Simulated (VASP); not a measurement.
# V (P6_3/mmc) in VASP: a series of runs

The runs below take V through single point, with revPBE.

Program: VASP 6.6.1. These are calculated values, not measurements. Logs are shortened: lines on timing, memory, paths and dates and some standing lists are left out, and cuts for length are marked.

### 1 The cell of the first run

It takes space group P6_3/mmc (No. 194, hexagonal). Conventional cell: a = 2.614 Å, b = 2.614 Å, c = 9.159 Å, α = 90.00°, β = 90.00°, γ = 120.00°. Within 3.4 Å of V (site symmetry -3m) lie 12 V at 2.61 to 2.74 Å. V (site symmetry -6m2) has 12 V at 2.61 to 2.74 Å within 3.4 Å.

This isn't the form of V at room conditions, which is bcc.

### 2 Single point, revPBE (13.55 Å³/atom)

INCAR reads:

```
SYSTEM = V
PREC     = Accurate       ! precision mode
ENCUT    = 520            ! plane-wave cutoff, eV
EDIFF    = 1E-7           ! SCF threshold, eV
ISMEAR   = -1             ! smearing method
SIGMA    = 0.1            ! smearing width, eV
LREAL    = .False.        ! projectors in reciprocal space
LASPH    = .True.         ! aspherical terms in the spheres
NELM     = 100            ! most SCF steps
ALGO     = Normal         ! electronic algorithm
ISIF     = 2              ! what is computed and relaxed
LWAVE    = .False.        ! write WAVECAR
LCHARG   = .False.        ! write CHGCAR
GGA      = RE             ! functional
NBANDS   = 34             ! bands
```

KPOINTS reads:

```
Automatic mesh
0
Gamma
  15 15 4
  0 0 0
```

POSCAR reads:

```
V
1.0
    2.6142449187      0.0000000000      0.0000000000
   -1.3071224594      2.2640025113      0.0000000000
    0.0000000000      0.0000000000      9.1589262252
V
4
Direct
    1.0000000000      1.0000000000      0.0000000000
    1.0000000000      1.0000000000      0.5000000000
    0.3333333333      0.6666666667      0.2500000000
    0.6666666667      0.3333333333      0.7500000000
```

Potentials or basis: VASP PAW PBE potentials, release 64 (V_sv).

On the command line:

```sh
$ cat potpaw_PBE.64/V_sv/POTCAR > POTCAR
$ mpirun -np 1 vasp_std > vasp.out
```

OUTCAR:

```text
SYSTEM = V
   PREC = Accurate
   ENCUT = 520
   EDIFF = 1E-7
   ISMEAR = -1
   LREAL = .False.
   LASPH = .True.
   NELM = 100
   ISIF = 2
   GGA = RE

 ion  position               nearest neighbor table
   1  0.000  0.000  0.000-   3 2.74   4 2.74   4 2.74   3 2.74   4 2.74   3 2.74
   2  0.000  0.000  0.500-   3 2.74   4 2.74   4 2.74   3 2.74   4 2.74   3 2.74
   3  0.333  0.667  0.250-   1 2.74   2 2.74   1 2.74   2 2.74   1 2.74   2 2.74
   4  0.667  0.333  0.750-   1 2.74   2 2.74   1 2.74   2 2.74   1 2.74   2 2.74

  LATTYP: Found a hexagonal cell.
 ALAT       =     2.6142449187
 C/A-ratio  =     3.5034690743

  Lattice vectors:

 A1 = (   2.6142449187,   0.0000000000,   0.0000000000)
 A2 = (  -1.3071224594,   2.2640025113,   0.0000000000)
 A3 = (   0.0000000000,   0.0000000000,   9.1589262252)

Analysis of symmetry for initial positions (statically):
=====================================================================
 Subroutine PRICEL returns:
 Original cell was already a primitive cell.

 Routine SETGRP: Setting up the symmetry group for a
 hexagonal supercell.

 Subroutine GETGRP returns: Found 24 space group operations
 (whereof 12 operations were pure point group operations)
 out of a pool of 24 trial point group operations.

The static configuration has the point symmetry D_3d.
 The point group associated with its full space group is D_6h.

Analysis of symmetry for dynamics (positions and initial velocities):
=====================================================================
 Subroutine PRICEL returns:
 Original cell was already a primitive cell.

 Routine SETGRP: Setting up the symmetry group for a
 hexagonal supercell.

 Subroutine GETGRP returns: Found 24 space group operations
 (whereof 12 operations were pure point group operations)
 out of a pool of 24 trial point group operations.

The dynamic configuration has the point symmetry D_3d.
 The point group associated with its full space group is D_6h.

 Subroutine INISYM returns: Found 24 space group operations
 (whereof 12 operations are pure point group operations),
 and found     1 'primitive' translations

----------------------------------------------------------------------------------------

                                     Primitive cell

  volume of cell :      54.2085

  direct lattice vectors                    reciprocal lattice vectors
     2.614244919  0.000000000  0.000000000     0.382519630  0.220847812  0.000000000
    -1.307122459  2.264002511  0.000000000     0.000000000  0.441695623  0.000000000
     0.000000000  0.000000000  9.158926225     0.000000000  0.000000000  0.109183105

  length of vectors
     2.614244919  2.614244919  9.158926225     0.441695623  0.441695623  0.109183105

  position of ions in fractional coordinates (direct lattice)
     0.000000000  0.000000000  0.000000000
     0.000000000  0.000000000  0.500000000
     0.333333333  0.666666667  0.250000000
     0.666666667  0.333333333  0.750000000

  ion indices of the primitive-cell ions
   primitive index   ion index
                 1           1
                 2           2
                 3           3
                 4           4

----------------------------------------------------------------------------------------

 KPOINTS: Automatic mesh

Automatic generation of k-mesh.
 Grid dimensions read from file:
 generate k-points for:   15   15    4

 Generating k-lattice:

  Cartesian coordinates                     Fractional coordinates (reciprocal lattice)
     0.025501309  0.014723187  0.000000000     0.066666667 -0.000000000  0.000000000
     0.000000000  0.029446375  0.000000000     0.000000000  0.066666667  0.000000000
     0.000000000  0.000000000  0.027295776     0.000000000  0.000000000  0.250000000

  Length of vectors
     0.029446375  0.029446375  0.027295776

  Shift w.r.t. Gamma in fractional coordinates (k-lattice)
     0.000000000  0.000000000  0.000000000

 Subroutine IBZKPT returns following result:
 ===========================================

 Found     81 irreducible k-points:

 Following reciprocal coordinates:
            Coordinates               Weight
  0.000000  0.000000  0.000000      1.000000
  0.066667  0.000000  0.000000      6.000000
  0.133333  0.000000  0.000000      6.000000
  0.200000  0.000000  0.000000      6.000000
  0.266667  0.000000  0.000000      6.000000
  0.333333  0.000000  0.000000      6.000000
[... 16 lines left out ...]
  0.333333  0.200000  0.000000     12.000000
  0.400000  0.200000  0.000000      6.000000
 [... further k-points ...]
   k-points           NKPTS =     81   k-points in BZ     NKDIM =     81   number of bands    NBANDS=     34
   number of dos      NEDOS =    301   number of ions     NIONS =      4
   total plane-waves  NPLWV =  28000
   dimension x,y,z NGX =    20 NGY =   20 NGZ =   70
   dimension x,y,z NGXF=    40 NGYF=   40 NGZF=  140
   ions per type =               4
   NGX,Y,Z   is equivalent  to a cutoff of  12.72, 12.72, 12.71 a.u.
   NGXF,Y,Z  is equivalent  to a cutoff of  25.44, 25.44, 25.41 a.u.
 SYSTEM =  V
   PREC   = accura    normal or accurate (medium, high low for compatibility)
   ISTART =      0    job   : 0-new  1-cont  2-samecut
   ICHARG =      2    charge: 1-file 2-atom 10-const
   ISPIN  =      1    spin polarized calculation?
   LNONCOLLINEAR =      F non collinear calculations
   LSORBIT =      F    spin-orbit coupling
   LASPH  =      T    aspherical Exc in radial PAW
   ENCUT  =  520.0 eV  38.22 Ry    6.18 a.u.   4.86  4.86 17.03*2*pi/ulx,y,z
   NELM   =    100;   NELMIN=  2; NELMDL= -5     # of ELM steps
   EDIFF  = 0.1E-06   stopping-criterion for ELM
   LREAL  =      F    real-space projection
   EDIFFG = 0.1E-05   stopping-criterion for IOM
   NSW    =      0    number of steps for IOM
   IBRION =     -1    ionic relax: 0-MD 1-quasi-New 2-CG
   NFREE  =      0    steps in history (QN), initial steepest desc. (CG)
   ISIF   =      2    stress and relaxation
   ISYM   =      2    0-nonsym 1-usesym 2-fastsym
   POTIM  = 0.5000    time-step for ionic-motion
   TEBEG  =    0.0;   TEEND  =   0.0 temperature during run
   PSTRESS=    0.0 pullay stress
   NELECT =      52.0000    total number of electrons
   NUPDOWN=      -1.0000    fix difference up-down
   EMIN   =  10.00;   EMAX   =-10.00  energy-range for DOS
   EFERMI =   0.00;   METHOD = LEGACY
   ISMEAR =    -1;   SIGMA  =   0.10  broadening in eV -4-tet -1-fermi 0-gaus
   EFERMI_NEDOS =   21; number of points for ismear=-14 and -15
   IALGO  =     38    algorithm
   IMIX   =      4    mixing-type and parameters
     AMIX     =   0.40;   BMIX     =  1.00
     AMIX_MAG =   1.60;   BMIX_MAG =  1.00
  volume/ion in A,a.u.               =      13.55        91.45
  Fermi-wavevector in a.u.,A,eV,Ry     =   1.614557  3.051070 35.467587  2.606794
  Thomas-Fermi vector in A             =   2.709446
   LORBIT       =      0    0 simple, 1 ext, 2 COOP (PROOUT), +10 PAW based schemes
   GGA     = RE    functional components
   LHFCALC =     F    Hartree Fock is set to
   AEXX    =    0.0000 exact exchange contribution
   IVDW    =     0    specifies the selected vdW correction
   LEPSILON=     F    determine dielectric tensor
   LRPA    =     F    only Hartree local field effects (RPA)
 non-spin polarized calculation
  energy-cutoff  :      520.00
  volume of cell :       54.21
 maximum number of plane-waves:      1488
 NGX is ok and might be reduce to    20
   NGX =  9   NGY =  9   NGZ = 35

 number of electron      52.0000024 magnetization

 Free energy of the ion-electron system (eV)
  ---------------------------------------------------
  ext. energy  EPLUGINS =         0.00000000
  ---------------------------------------------------
  free energy    TOTEN  =       -33.58619489 eV

  energy without entropy =      -33.37653690  energy(sigma->0) =      -33.48136589

 E-fermi :  10.0464     XC(G=0): -12.7770

 val. band max:       10.0431274610   @ k =   0.1333   0.0000   0.0000
 cond. band min:      10.0469302663   @ k =   0.2667   0.2000   0.5000
 fundamental gap:      0.0038028053
 Fermi energy:        10.0464031901

 k-point     1 :       0.0000    0.0000    0.0000
  band No.  band energies     occupation
      1     -54.0798      2.00000
      2     -54.0324      2.00000
      3     -53.9844      2.00000
      4     -53.9362      2.00000
      5     -28.1617      2.00000
      6     -27.8071      2.00000
[... 26 lines left out ...]
     33      11.9004      0.00000
     34      11.9004      0.00000

 k-point     2 :       0.0667    0.0000    0.0000
  band No.  band energies     occupation
      1     -54.0720      2.00000
      2     -54.0258      2.00000
      3     -53.9777      2.00000
      4     -53.9308      2.00000
      5     -28.1489      2.00000
      6     -27.8052      2.00000
[... 26 lines left out ...]
     33      11.7603      0.00000
     34      11.8061      0.00000

 k-point     3 :       0.1333    0.0000    0.0000
  band No.  band energies     occupation
      1     -54.0497      2.00000
      2     -54.0072      2.00000
      3     -53.9590      2.00000
      4     -53.9158      2.00000
      5     -28.1119      2.00000
      6     -27.8035      2.00000
[... 26 lines left out ...]
     33      11.4438      0.00000
     34      11.5972      0.00000
[... 704 lines left out ...]
 k-point    23 :       0.3333    0.2000    0.0000
  band No.  band energies     occupation
      1     -53.8773      2.00000
      2     -53.8713      2.00000
      3     -53.8229      2.00000
      4     -53.8169      2.00000
      5     -28.1242      2.00000
      6     -28.1153      2.00000
[... 26 lines left out ...]
     33      12.3603      0.00000
     34      12.9851      0.00000

 k-point    24 :       0.4000    0.2000    0.0000
  band No.  band energies     occupation
      1     -53.8693      2.00000
      2     -53.8658      2.00000
      3     -53.8174      2.00000
      4     -53.8139      2.00000
      5     -28.1385      2.00000
      6     -28.1362      2.00000
[... 26 lines left out ...]
     33      12.6543      0.00000
     34      12.8408      0.00000

 [... further k-points ...]

------------------------ aborting loop because EDIFF is reached ----------------------------------------

  FORCE on cell =-STRESS in cart. coord.  units (eV):
  Direction    XX          YY          ZZ          XY          YZ          ZX
  --------------------------------------------------------------------------------------
  -------------------------------------------------------------------------------------
  Total        2.5688477      2.5688477      2.6079883     -0.0000000      0.0000000      0.0000000
  in kB       75.9243697     75.9243697     77.0812039     -0.0000000      0.0000000      0.0000000
  external PRESSURE =      76.3099811 kB  Pullay stress =       0.0000000 kB

 VOLUME and BASIS-vectors are now :
 -----------------------------------------------------------------------------
  energy-cutoff  :      520.00
  volume of cell :       54.21
      direct lattice vectors                 reciprocal lattice vectors
     2.614244919  0.000000000  0.000000000     0.382519630  0.220847812  0.000000000
    -1.307122459  2.264002511  0.000000000     0.000000000  0.441695623  0.000000000
     0.000000000  0.000000000  9.158926225     0.000000000  0.000000000  0.109183105

 POSITION                                       TOTAL-FORCE (eV/Angst)
 -----------------------------------------------------------------------------------
      0.00000      0.00000      0.00000         0.000000      0.000000      0.000000
      0.00000      0.00000      4.57946         0.000000      0.000000      0.000000
     -0.00000      1.50934      2.28973         0.000000     -0.000000      0.000000
      1.30712      0.75467      6.86919        -0.000000      0.000000     -0.000000
 -----------------------------------------------------------------------------------
    total drift:                                0.000000     -0.000000      0.000000

  FREE ENERGIE OF THE ION-ELECTRON SYSTEM (eV)
  ---------------------------------------------------
  free  energy   TOTEN  =       -33.5861948924 eV

  energy  without entropy=      -33.3765368958  energy(sigma->0) =      -33.48136589
```

Wall time 91 s (1 thread of AMD EPYC 9R45 (Zen 5), shared host); peak memory 0.2 GiB.

What came out:

```yaml
Free_energy: -33.5862 eV
Pressure: 7.6 GPa
Band_gap_on_the_k_mesh: zero (bands 26 and 27 overlap by 1.02 eV)
```

Levels at points of the mesh, in eV from the Fermi level:
```tsv
k point	band 23	band 24	band 25	band 26	band 27	band 28	band 29	band 30
(0.00, 0.00, 0.00)	-0.35	0.12	0.23	0.23	0.28	0.28	0.51	0.51
(0.00, 0.00, 0.50)	-0.56	-0.56	0.29	0.29	0.29	0.29	0.49	0.49
```

Caveat: the cell stands under pressure; the PAW data sets were made with another functional, which shifts forces and pressure a little.

### 3 Single point, revPBE (14.12 Å³/atom)

This run uses another cell than the first one, of 14.12 Å³/atom.

INCAR reads:

```
SYSTEM = V
ALGO = Normal
EDIFF = 1E-6
ENCUT = 520
GGA = RE
ISIF = 2
ISMEAR = -1
LASPH = .TRUE.
LCHARG = .FALSE.
LREAL = .FALSE.
LWAVE = .FALSE.
NBANDS = 34
NELM = 80
PREC = Accurate
SIGMA = 0.1
```

KPOINTS reads:

```
k-points
0
G
  15 15 4
  0 0 0
```

POSCAR reads:

```
V
1.0
    2.6500609436      0.0000000000      0.0000000000
   -1.3250304718      2.2950200987      0.0000000000
    0.0000000000      0.0000000000      9.2844065607
V
4
Direct
    1.0000000000      1.0000000000      0.0000000000
    1.0000000000      1.0000000000      0.5000000000
    0.3333333333      0.6666666667      0.2500000000
    0.6666666667      0.3333333333      0.7500000000
```

Potentials or basis: VASP PAW PBE potentials, release 64 (V_sv).

On the command line:

```sh
$ cat potpaw_PBE.64/V_sv/POTCAR > POTCAR
$ mpirun -np 1 vasp_std > vasp.out
```

Run time: 88 s. Hardware: 1 thread of AMD EPYC 9R45 (Zen 5), shared host; peak memory 0.21 GiB.

Results (log left out):

```
Free energy            : -33.6411 eV
Pressure               : 0.3 GPa
Band gap on the k mesh : zero (bands 26 and 27 overlap by 0.95 eV)
```

Stress tensor (GPa, compression positive):
```
0.30 0.00 0.00
0.00 0.30 0.00
0.00 0.00 0.21
```

Levels at points of the mesh, in eV from the Fermi level:
```tsv
k point	band 23	band 24	band 25	band 26	band 27	band 28	band 29	band 30
(0.00, 0.00, 0.00)	-0.32	0.05	0.23	0.23	0.28	0.28	0.49	0.49
(0.00, 0.00, 0.50)	-0.52	-0.52	0.29	0.29	0.29	0.29	0.48	0.48
```

Caveat: the PAW data sets were made with another functional, which shifts forces and pressure a little.

### 4 Single point, revPBE (14.68 Å³/atom)

This run uses another cell than the first one, of 14.68 Å³/atom.

INCAR reads:

```
SYSTEM = V
PREC = Accurate
ENCUT = 520
EDIFF = 1E-6
ISMEAR = -1
SIGMA = 0.1
LREAL = .FALSE.
LASPH = .TRUE.
NELM = 80
ALGO = Normal
ISIF = 2
LWAVE = .FALSE.
LCHARG = .FALSE.
GGA = RE
NBANDS = 34
```

KPOINTS reads:

```
Automatic mesh
0
G
  15 15 4
  0 0 0
```

POSCAR reads:

```
V
1.0
    2.6849341657      0.0000000000      0.0000000000
   -1.3424670828      2.3252211950      0.0000000000
    0.0000000000      0.0000000000      9.4065838159
V
4
Direct
    1.0000000000      1.0000000000      0.0000000000
    1.0000000000      1.0000000000      0.5000000000
    0.3333333333      0.6666666667      0.2500000000
    0.6666666667      0.3333333333      0.7500000000
```

On the command line:

```sh
$ cat potpaw_PBE.64/V_sv/POTCAR > POTCAR
$ mpirun -np 1 vasp_std > vasp.out
```

Wall time 93 s (1 thread of AMD EPYC 9R45 (Zen 5), shared host); peak memory 0.21 GiB.

It converged, with:

```yaml
Free_energy: -33.6015 eV
Pressure: -5.8 GPa
Band_gap_on_the_k_mesh: zero (bands 26 and 27 overlap by 0.88 eV)
```

Stress tensor (GPa, compression positive):
```
-5.73  0.00  0.00
 0.00 -5.73  0.00
 0.00  0.00 -5.89
```

Levels at points of the mesh, in eV from the Fermi level:
```
           k point  band 24  band 25  band 26  band 27  band 28  band 29
(0.00, 0.00, 0.00)    -0.01     0.23     0.23     0.28     0.28     0.48
(0.00, 0.00, 0.50)    -0.48     0.29     0.29     0.29     0.29     0.46
```

Caveat: the cell stands under tension; the PAW data sets were made with another functional, which shifts forces and pressure a little.

(Part 1 of 2 ends here.)
